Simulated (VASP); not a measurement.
# HgTe (Coloradoite) (F-43m) in VASP: notebook, part 2 of 2

VASP 6.6.1.

## Step 3: Single point, RPBE+D4

This run uses another cell than the first one, of 32.55 Å³/atom, 1.021 times its volume.

File INCAR:

```
SYSTEM = HgTe
PREC = Accurate
ENCUT = 520
EDIFF = 1E-7
ISMEAR = -1
SIGMA = 0.05
LREAL = .False.
LASPH = .True.
NELM = 60
ALGO = Normal
ISIF = 2
LWAVE = .False.
LCHARG = .False.
GGA = RP
IVDW = 13
NBANDS = 16
```

File KPOINTS:

```
regular mesh
0
Gamma
  7 7 7
  0 0 0
```

File POSCAR:

```
HgTe
1.0
    0.0000000000      3.1929255244      3.1929255244
    3.1929255244      0.0000000000      3.1929255244
    3.1929255244      3.1929255244      0.0000000000
Hg Te
1 1
Direct
    0.0000000000      0.0000000000      0.0000000000
    0.7500000000      0.7500000000      0.7500000000
```

Potentials or basis: VASP PAW PBE potentials, release 64 (Hg, Te).

Started as:

```console
> cat potpaw_PBE.64/Hg/POTCAR potpaw_PBE.64/Te/POTCAR > POTCAR
> mpirun -np 1 vasp_std > vasp.out
```

OUTCAR:

```text
SYSTEM = HgTe
   PREC = Accurate
   ENCUT = 520
   EDIFF = 1E-7
   ISMEAR = -1
   LREAL = .False.
   LASPH = .True.
   NELM = 60
   ISIF = 2
   GGA = RP
   IVDW = 13

 ion  position               nearest neighbor table
   1  0.000  0.000  0.000-   2 2.77   2 2.77   2 2.77   2 2.77
   2  0.750  0.750  0.750-   1 2.77   1 2.77   1 2.77   1 2.77

  LATTYP: Found a face centered cubic cell.
 ALAT       =     6.3858510488

  Lattice vectors:

 A1 = (   0.0000000000,   3.1929255244,   3.1929255244)
 A2 = (   3.1929255244,   0.0000000000,   3.1929255244)
 A3 = (   3.1929255244,   3.1929255244,   0.0000000000)

Analysis of symmetry for initial positions (statically):
=====================================================================
 Subroutine PRICEL returns:
 Original cell was already a primitive cell.

 Routine SETGRP: Setting up the symmetry group for a
 face centered cubic supercell.

 Subroutine GETGRP returns: Found 24 space group operations
 (whereof 24 operations were pure point group operations)
 out of a pool of 48 trial point group operations.

The static configuration has the point symmetry T_d .

Analysis of symmetry for dynamics (positions and initial velocities):
=====================================================================
[... 157 lines left out ...]
 fundamental gap:      0.8119220611
 Fermi energy:         3.6479723338

 k-point     1 :       0.0000    0.0000    0.0000
  band No.  band energies     occupation
      1      -8.6115      2.00000
      2      -3.9741      2.00000
      3      -3.9741      2.00000
      4      -3.9741      2.00000
      5      -3.4029      2.00000
      6      -3.4029      2.00000
[... 357 lines left out ...]
      3      -3.6903      2.00000
      4      -3.4753      2.00000
      5      -3.4176      2.00000
      6      -2.7906      2.00000
[... 8 lines left out ...]
     15      13.8250      0.00000
     16      15.6814      0.00000

------------------------ aborting loop because EDIFF is reached ----------------------------------------

  DFT-D4 for vdW energy calculation

  Edisp (eV):   -1.40772

  FORCE on cell =-STRESS in cart. coord.  units (eV):
  Direction    XX          YY          ZZ          XY          YZ          ZX
  --------------------------------------------------------------------------------------
  -------------------------------------------------------------------------------------
  Total       1.39721     1.39721     1.39721     0.00000    -0.00000    -0.00000
  in kB      34.38555    34.38555    34.38555     0.00000    -0.00000    -0.00000
  external pressure =       34.39 kB  Pullay stress =        0.00 kB

 VOLUME and BASIS-vectors are now :
 -----------------------------------------------------------------------------
  energy-cutoff  :      520.00
  volume of cell :       65.10
      direct lattice vectors                 reciprocal lattice vectors
     0.000000000  3.192925524  3.192925524    -0.156596199  0.156596199  0.156596199
     3.192925524  0.000000000  3.192925524     0.156596199 -0.156596199  0.156596199
     3.192925524  3.192925524  0.000000000     0.156596199  0.156596199 -0.156596199

 POSITION                                       TOTAL-FORCE (eV/Angst)
 -----------------------------------------------------------------------------------
      0.00000      0.00000      0.00000         0.000000      0.000000      0.000000
      4.78939      4.78939      4.78939        -0.000000     -0.000000     -0.000000
 -----------------------------------------------------------------------------------
    total drift:                                0.000000      0.000000      0.000000

  FREE ENERGIE OF THE ION-ELECTRON SYSTEM (eV)
  ---------------------------------------------------
  free  energy   TOTEN  =        -4.1315367431 eV

  energy  without entropy=       -4.1308664186  energy(sigma->0) =       -4.13120158
```

stdout:

```text
POSCAR found type information on POSCAR HgTe
 POSCAR found :  2 types and       2 ions
 scaLAPACK will be used
 -----------------------------------------------------------------------------
|                                                                             |
|                                                                             |
|     You enforced a specific xc type in the INCAR file but a different       |
|     I HOPE YOU KNOW WHAT YOU ARE DOING!                                     |
|                                                                             |
 -----------------------------------------------------------------------------

 LDA part: xc-table for (Slater+PW92), standard interpolation
 POSCAR, INCAR and KPOINTS ok, starting setup
 FFT: planning ... GRIDC
 FFT: planning ... GRID_SOFT
 FFT: planning ... GRID
 WAVECAR not read
 entering main loop
```

Run time: 17 s. Hardware: 1 thread of Intel Xeon 6975P-C (Granite Rapids), shared host; peak memory 0.21 GiB.

What came out:

- Free energy: -4.1315 eV
- Pressure: 3.4 GPa
- Band gap on the k mesh: zero (filled and empty bands touch)
- Dispersion energy per atom: -0.704 eV

Levels at points of the mesh, in eV from the Fermi level:
```
           k point  band 6  band 7  band 8  band 9  band 10  band 11  band 12  band 13
(0.00, 0.00, 0.00)   -7.05   -0.57   -0.04   -0.04    -0.04     4.16     4.16     4.16
```

Caveat: the PAW data sets were made with another functional, which shifts forces and pressure a little; spin-orbit coupling is left out, which moves the levels of the heavy elements; pairwise dispersion overbinds metals, which lowers pressure and volume.
